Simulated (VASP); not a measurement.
# Sn (Fd-3m) in VASP: notebook, part 2 of 2

VASP 6.6.1. The steps go on from the part before.

## (3) Single point, PBEsol

This run uses another cell than the first one, of 34.98 Å³/atom, 0.987 times its volume.

INCAR

```
SYSTEM = Sn
  PREC = Accurate
  ENCUT = 520
  EDIFF = 1E-7
  ISMEAR = 0
  SIGMA = 0.1
  LREAL = .FALSE.
  LASPH = .TRUE.
  NELM = 60
  ALGO = Normal
  ISIF = 2
  LWAVE = .FALSE.
  LCHARG = .FALSE.
  GGA = PS
  NBANDS = 21
```

KPOINTS

```
regular mesh
0
G
  12 12 12
  0 0 0
```

POSCAR

```
Sn
1.0
    0.0000000000      3.2703517032      3.2703517032
    3.2703517032      0.0000000000      3.2703517032
    3.2703517032      3.2703517032      0.0000000000
Sn
2
Direct
    0.0000000000      0.0000000000      0.0000000000
    0.2500000000      0.2500000000      0.2500000000
```

Potentials or basis: VASP PAW PBE potentials, release 64 (Sn_d).

On the command line:

```sh
$ cat potpaw_PBE.64/Sn_d/POTCAR > POTCAR
$ mpirun -np 1 vasp_std > vasp.out
```

OUTCAR:

```text
SYSTEM = Sn
   PREC = Accurate
   ENCUT = 520
   EDIFF = 1E-7
   ISMEAR = 0
   LREAL = .FALSE.
   LASPH = .TRUE.
   NELM = 60
   ISIF = 2
   GGA = PS

 ion  position               nearest neighbor table
   1  0.000  0.000  0.000-   2 2.83   2 2.83   2 2.83   2 2.83
   2  0.250  0.250  0.250-   1 2.83   1 2.83   1 2.83   1 2.83

  LATTYP: Found a face centered cubic cell.
 ALAT       =     6.5407034064

  Lattice vectors:

 A1 = (   0.0000000000,   3.2703517032,   3.2703517032)
[... 763 lines left out ...]

------------------------ aborting loop because EDIFF is reached ----------------------------------------

  FORCE on cell =-STRESS in cart. coord.  units (eV):
  Direction    XX          YY          ZZ          XY          YZ          ZX
  --------------------------------------------------------------------------------------
  -------------------------------------------------------------------------------------
  Total       -0.0338750     -0.0338750     -0.0338750      0.0000000      0.0000000      0.0000000
  in kB       -0.7758477     -0.7758477     -0.7758477      0.0000000      0.0000000      0.0000000
  external PRESSURE =      -0.7758477 kB  Pullay stress =       0.0000000 kB

 VOLUME and BASIS-vectors are now :
 -----------------------------------------------------------------------------
  energy-cutoff  :      520.00
  volume of cell :       69.95
      direct lattice vectors                 reciprocal lattice vectors
     0.000000000  3.270351703  3.270351703    -0.152888755  0.152888755  0.152888755
     3.270351703  0.000000000  3.270351703     0.152888755 -0.152888755  0.152888755
     3.270351703  3.270351703  0.000000000     0.152888755  0.152888755 -0.152888755

 POSITION                                       TOTAL-FORCE (eV/Angst)
 -----------------------------------------------------------------------------------
      0.00000      0.00000      0.00000         0.000000     -0.000000     -0.000000
      1.63518      1.63518      1.63518        -0.000000      0.000000      0.000000
 -----------------------------------------------------------------------------------
    total drift:                                0.000000      0.000000      0.000000

  FREE ENERGIE OF THE ION-ELECTRON SYSTEM (eV)
  ---------------------------------------------------
  free  energy   TOTEN  =        -8.4657334601 eV

  energy  without entropy=       -8.4644914225  energy(sigma->0) =       -8.46511244
```

OSZICAR:

```text
N       E                     dE             d eps       ncg     rms          rms(c)
DAV:   1     0.227277684985E+03    0.22728E+03   -0.14390E+04  3049   0.188E+03
DAV:   2     0.164682317256E+02   -0.21081E+03   -0.20620E+03  3054   0.447E+02
DAV:   3    -0.772238011479E+01   -0.24191E+02   -0.24054E+02  3529   0.140E+02
DAV:   4    -0.853114426426E+01   -0.80876E+00   -0.80834E+00  3409   0.285E+01
DAV:   5    -0.856432613114E+01   -0.33182E-01   -0.33181E-01  4476   0.540E+00    0.316E+00
DAV:   6    -0.849686280120E+01    0.67463E-01   -0.40636E-02  4102   0.268E+00    0.179E+00
DAV:   7    -0.846454850617E+01    0.32314E-01   -0.50735E-02  3679   0.247E+00    0.164E-01
DAV:   8    -0.846545070880E+01   -0.90220E-03   -0.67517E-03  3364   0.948E-01    0.538E-02
DAV:   9    -0.846572757336E+01   -0.27686E-03   -0.38398E-04  3631   0.141E-01    0.985E-03
DAV:  10    -0.846573168999E+01   -0.41166E-05   -0.14081E-05  4032   0.314E-02    0.549E-03
DAV:  11    -0.846573353778E+01   -0.18478E-05   -0.33499E-06  3114   0.961E-03    0.621E-04
DAV:  12    -0.846573346015E+01    0.77625E-07   -0.11798E-07  2945   0.366E-03
   1 F= -.84657335E+01 E0= -.84651124E+01  d E =-.124204E-02
```

stdout:

```text
POSCAR found type information on POSCAR Sn
 POSCAR found :  1 types and       2 ions
 scaLAPACK will be used
 -----------------------------------------------------------------------------
|                                                                             |
|                                                                             |
|     You enforced a specific xc type in the INCAR file but a different       |
|     I HOPE YOU KNOW WHAT YOU ARE DOING!                                     |
|                                                                             |
 -----------------------------------------------------------------------------

 LDA part: xc-table for (Slater+PW92), standard interpolation
 POSCAR, INCAR and KPOINTS ok, starting setup
 FFT: planning ... GRIDC
 FFT: planning ... GRID_SOFT
 FFT: planning ... GRID
 WAVECAR not read
 entering main loop
```

Run time: 31 s. Hardware: 1 thread of Intel Xeon 6975P-C (Granite Rapids), shared host; peak memory 0.24 GiB.

Results:

- Free energy: -8.4657 eV
- Pressure: -0.1 GPa
- Band gap on the k mesh: zero (band 14 reaches 5.33 eV, above the bottom of band 15 at 5.13 eV)

Caveat: the PAW data sets were made with another functional, which shifts forces and pressure a little; spin-orbit coupling is left out, which moves the levels of the heavy elements.

## (4) Single point, PBEsol

This run uses another cell than the first one, of 34.98 Å³/atom, 0.987 times its volume.

INCAR is that of step 3.

KPOINTS is that of step 3.

POSCAR

```
Sn
1.0
    0.0000000000      3.2703519193      3.2703519193
    3.2703519193      0.0000000000      3.2703519193
    3.2703519193      3.2703519193      0.0000000000
Sn
2
Direct
    0.0000000000      0.0000000000      0.0000000000
    0.2500000000      0.2500000000      0.2500000000
```

On the command line:

```sh
$ cat potpaw_PBE.64/Sn_d/POTCAR > POTCAR
$ mpirun -np 1 vasp_std > vasp.out
```

Wall time 59 s (1 thread of Intel Xeon Platinum 8375C at 2.90GHz (Ice Lake), shared host); peak memory 0.25 GiB.

Results (log left out):

```
Free energy            : -8.4657 eV
Pressure               : -0.1 GPa
Band gap on the k mesh : zero (band 14 reaches 5.33 eV, above the bottom of band 15 at 5.13 eV)
```

Levels at points of the mesh, in eV from the Fermi level:
| k point | band 12 | band 13 | band 14 | band 15 | band 16 | band 17 |
| --- | --- | --- | --- | --- | --- | --- |
| (0.00, 0.00, 0.00) | -0.84 | 0.10 | 0.10 | 0.10 | 2.17 | 2.17 |
| (0.50, 0.00, 0.00) | -6.22 | -1.07 | -1.07 | -0.09 | 3.22 | 3.22 |
| (0.50, 0.50, 0.00) | -7.44 | -2.38 | -2.38 | 0.80 | 0.80 | 7.58 |

Caveat: the PAW data sets were made with another functional, which shifts forces and pressure a little; spin-orbit coupling is left out, which moves the levels of the heavy elements.

## (5) Single point, PBEsol

This run uses another cell than the first one, of 34.98 Å³/atom, 0.987 times its volume.

INCAR is that of step 4.

KPOINTS is that of step 4.

POSCAR

```
Sn
1.0
    0.0000000000      3.2703517031      3.2703517031
    3.2703517031      0.0000000000      3.2703517031
    3.2703517031      3.2703517031      0.0000000000
Sn
2
Direct
    0.0000000000      0.0000000000      0.0000000000
    0.2500000000      0.2500000000      0.2500000000
```

Potentials or basis: VASP PAW PBE potentials, release 64 (Sn_d).

On the command line:

```sh
$ cat potpaw_PBE.64/Sn_d/POTCAR > POTCAR
$ mpirun -np 1 vasp_std > vasp.out
```

OUTCAR:

```text
SYSTEM = Sn
   PREC = Accurate
   ENCUT = 520
   EDIFF = 1E-7
   ISMEAR = 0
   LREAL = .FALSE.
   LASPH = .TRUE.
   NELM = 60
   ISIF = 2
   GGA = PS

 ion  position               nearest neighbor table
   1  0.000  0.000  0.000-   2 2.83   2 2.83   2 2.83   2 2.83
   2  0.250  0.250  0.250-   1 2.83   1 2.83   1 2.83   1 2.83

  LATTYP: Found a face centered cubic cell.
 ALAT       =     6.5407034062

  Lattice vectors:

 A1 = (   0.0000000000,   3.2703517031,   3.2703517031)
 A2 = (   3.2703517031,   0.0000000000,   3.2703517031)
 A3 = (   3.2703517031,   3.2703517031,   0.0000000000)

Analysis of symmetry for initial positions (statically):
=====================================================================
 Subroutine PRICEL returns:
 Original cell was already a primitive cell.

 Routine SETGRP: Setting up the symmetry group for a
 face centered cubic supercell.

 Subroutine GETGRP returns: Found 48 space group operations
 (whereof 24 operations were pure point group operations)
 out of a pool of 48 trial point group operations.

The static configuration has the point symmetry T_d .
 The point group associated with its full space group is O_h .
[... 158 lines left out ...]
  free energy    TOTEN  =        -8.46573346 eV

  energy without entropy =       -8.46449142  energy(sigma->0) =       -8.46511244

 E-fermi :   5.2241     XC(G=0):  -8.9637

 val. band max:        5.1919516527   @ k =   0.0833   0.0000   0.0000
 cond. band min:       5.3075307658   @ k =   0.3333   0.0000   0.0000
 fundamental gap:      0.1155791130
 Fermi energy:         5.2240606613

 k-point     1 :       0.0000    0.0000    0.0000
  band No.  band energies     occupation
      1     -16.3121      2.00000
      2     -16.3121      2.00000
      3     -16.3121      2.00000
      4     -16.2548      2.00000
      5     -16.2548      2.00000
      6     -15.9620      2.00000
[... 565 lines left out ...]
     20      13.0020      0.00000
     21      13.1517      0.00000

 [... further k-points ...]

------------------------ aborting loop because EDIFF is reached ----------------------------------------

  FORCE on cell =-STRESS in cart. coord.  units (eV):
  Direction    XX          YY          ZZ          XY          YZ          ZX
  --------------------------------------------------------------------------------------
  -------------------------------------------------------------------------------------
  Total       -0.0338749     -0.0338749     -0.0338749      0.0000000      0.0000000      0.0000000
  in kB       -0.7758448     -0.7758448     -0.7758448      0.0000000      0.0000000      0.0000000
  external PRESSURE =      -0.7758448 kB  Pullay stress =       0.0000000 kB

 VOLUME and BASIS-vectors are now :
 -----------------------------------------------------------------------------
  energy-cutoff  :      520.00
  volume of cell :       69.95
      direct lattice vectors                 reciprocal lattice vectors
     0.000000000  3.270351703  3.270351703    -0.152888755  0.152888755  0.152888755
     3.270351703  0.000000000  3.270351703     0.152888755 -0.152888755  0.152888755
     3.270351703  3.270351703  0.000000000     0.152888755  0.152888755 -0.152888755

 POSITION                                       TOTAL-FORCE (eV/Angst)
 -----------------------------------------------------------------------------------
      0.00000      0.00000      0.00000         0.000000      0.000000      0.000000
      1.63518      1.63518      1.63518        -0.000000     -0.000000     -0.000000
 -----------------------------------------------------------------------------------
    total drift:                                0.000000      0.000000      0.000000

  FREE ENERGIE OF THE ION-ELECTRON SYSTEM (eV)
  ---------------------------------------------------
  free  energy   TOTEN  =        -8.4657334599 eV

  energy  without entropy=       -8.4644914223  energy(sigma->0) =       -8.46511244
```

stdout:

```text
POSCAR found type information on POSCAR Sn
 POSCAR found :  1 types and       2 ions
 scaLAPACK will be used
 -----------------------------------------------------------------------------
|                                                                             |
|                                                                             |
|     You enforced a specific xc type in the INCAR file but a different       |
|     I HOPE YOU KNOW WHAT YOU ARE DOING!                                     |
|                                                                             |
 -----------------------------------------------------------------------------

 LDA part: xc-table for (Slater+PW92), standard interpolation
 POSCAR, INCAR and KPOINTS ok, starting setup
 FFT: planning ... GRIDC
 FFT: planning ... GRID_SOFT
 FFT: planning ... GRID
 WAVECAR not read
 entering main loop
```

Wall time 76 s (1 thread of Intel Xeon Platinum 8488C (Sapphire Rapids), shared host); peak memory 0.25 GiB.

Results:

- Free energy: -8.4657 eV
- Pressure: -0.1 GPa
- Band gap on the k mesh: zero (band 14 reaches 5.33 eV, above the bottom of band 15 at 5.13 eV)

Levels at points of the mesh, in eV from the Fermi level:
| k point | band 12 | band 13 | band 14 | band 15 | band 16 | band 17 |
| --- | --- | --- | --- | --- | --- | --- |
| (0.00, 0.00, 0.00) | -0.84 | 0.10 | 0.10 | 0.10 | 2.17 | 2.17 |
| (0.50, 0.00, 0.00) | -6.22 | -1.07 | -1.07 | -0.09 | 3.22 | 3.22 |
| (0.50, 0.50, 0.00) | -7.44 | -2.38 | -2.38 | 0.80 | 0.80 | 7.58 |

Caveat: the PAW data sets were made with another functional, which shifts forces and pressure a little; spin-orbit coupling is left out, which moves the levels of the heavy elements.
